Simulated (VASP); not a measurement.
SnSe, a slab with vacuum:

```
Sn Se
1.0
     4.25657    0.00000    0.00000
     0.00000    4.25657    0.00000
     0.00000    0.00000   10.91693
Sn Se
2 2
Direct
  0.00000 0.50000 0.62777
  0.50000 0.00000 0.37223
  0.00000 0.50000 0.38396
  0.50000 0.00000 0.61604
```

Base run:

| Item | Value |
| --- | --- |
| Program | VASP 6.6.1 |
| Functional | r2SCAN |
| Potentials or basis | VASP PAW PBE potentials, release 64 (Sn_d, Se) |
| Cutoff | 520 eV |
| k mesh | 6 × 6 × 3 |
| Occupations | fermi-dirac, width 0.05 eV |
| Spin | no spin polarisation |

Its results: band gap on the k mesh 1.75 eV, direct; largest force 0.165 eV/Å.

Q: The run is repeated on the same cell with these changes: functional from r2SCAN to PBEsol. What comes out?

A: Band gap on the k mesh 1.44 eV, direct; largest force 0.206 eV/Å.

r2SCAN gives the wider gap, since meta-GGAs in the generalised Kohn-Sham scheme recover part of the derivative discontinuity.

Caveats: the PAW data sets were made with another functional, which shifts forces and pressure a little; spin-orbit coupling is left out, which moves the levels of the heavy elements.

A k mesh can miss the band edges.
